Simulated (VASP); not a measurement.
Here is a VASP 6.6.1 calculation.

File INCAR:

```
PREC = Accurate ; ENCUT = 520
EDIFF = 1E-6 ; ISMEAR = 0
SIGMA = 0.1 ; LREAL = Auto
LASPH = True ; NELM = 80
ALGO = Normal ; ISIF = 2
LWAVE = False ; LCHARG = False
LDIPOL = True ; IDIPOL = 3
DIPOL = 0.5 0.5 0.370 ; GGA = PE
IVDW = 12 ; NBANDS = 73
```

KPOINTS

```
regular mesh
0
Gamma
  6 6 1
```

File POSCAR:

```
Al32O
1.0
    5.6288445222      0.0000000000      0.0000000000
   -2.8144222611      4.8747223502      0.0000000000
    0.0000000000      0.0000000000     33.5549453352
Al O
32 1
Direct
    0.1666666667      0.3333333333      0.1192074658
    0.1666666667      0.8333333333      0.1192074658
    0.6666666667      0.3333333333      0.1192074658
    0.6666666667      0.8333333333      0.1192074658
    0.0000000000      0.0000000000      0.1880575786
    0.0000000000      0.5000000000      0.1880575786
    0.5000000000      0.0000000000      0.1880575786
    0.5000000000      0.5000000000      0.1880575786
    0.3333333333      0.1666666667      0.2569076914
    0.3333333333      0.6666666667      0.2569076914
    0.8333333333      0.1666666667      0.2569076914
    0.8333333333      0.6666666667      0.2569076914
    0.0000000000      0.0000000000      0.3257578042
    0.0000000000      0.5000000000      0.3257578042
    0.5000000000      0.0000000000      0.3257578042
    0.5000000000      0.5000000000      0.3257578042
    0.1666666667      0.3333333333      0.3941383343
    0.1666666667      0.8333333333      0.3941383343
    0.6666666667      0.3333333333      0.3941383343
    0.6666666667      0.8333333333      0.3941383343
    0.0000000000      0.0000000000      0.4632563468
    0.0000000000      0.5000000000      0.4632563468
    0.5000000000      0.0000000000      0.4632563468
    0.5000000000      0.5000000000      0.4632563468
    0.3333333333      0.1666666667      0.5326957441
    0.3333333333      0.6666666667      0.5326957441
    0.8333333333      0.1666666667      0.5326957441
    0.8333333333      0.6666666667      0.5326957441
    0.0000000000      0.0000000000      0.6036351761
    0.0000000000      0.5000000000      0.6036351761
    0.5000000000      0.0000000000      0.6036351761
    0.5000000000      0.5000000000      0.6036351761
    0.3333333333      0.1666666667      0.6781398422
```

Potentials or basis: VASP PAW PBE potentials, release 64 (Al, O).

Run with:

```console
$ cat potpaw_PBE.64/Al/POTCAR potpaw_PBE.64/O/POTCAR > POTCAR
$ mpirun -np 1 vasp_std > vasp.out
```

(1) Estimate the largest force.

(2) What does it give for the dispersion energy per atom?

(3) Predict the band gap on the k mesh.

## Answers

(1) 3.180 eV/Å.

(2) -0.299 eV.

(3) zero (bands 51 and 52 overlap by 0.90 eV).
